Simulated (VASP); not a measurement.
Here is a VASP 6.6.1 calculation.

INCAR

```
SYSTEM = Si
  PREC = Accurate
  ENCUT = 520
  EDIFF = 1E-7
  ISMEAR = -1
  SIGMA = 0.1
  LREAL = .False.
  LASPH = .True.
  NELM = 60
  ALGO = Normal
  ISIF = 2
  LWAVE = .False.
  LCHARG = .False.
  NBANDS = 8
```

KPOINTS

```
Automatic mesh
0
Gamma
  16 16 16
  0 0 0
```

File POSCAR:

```
Si
1.0
   -1.5416981232      1.5416981232      1.5416981232
    1.5416981232     -1.5416981232      1.5416981232
    1.5416981232      1.5416981232     -1.5416981232
Si
1
Direct
    0.0000000000      0.0000000000      0.0000000000
```

Potentials or basis: VASP PAW LDA potentials, release 64 (Si).

Command:

```sh
$ cat potpaw_LDA.64/Si/POTCAR > POTCAR
$ mpirun -np 1 vasp_std > vasp.out
```

Q: Predict the pressure.

A: -3.4 GPa.

Q: What does it give for the band gap on the k mesh?

A: Zero (band 2 reaches 21.00 eV, above the bottom of band 3 at 5.89 eV).
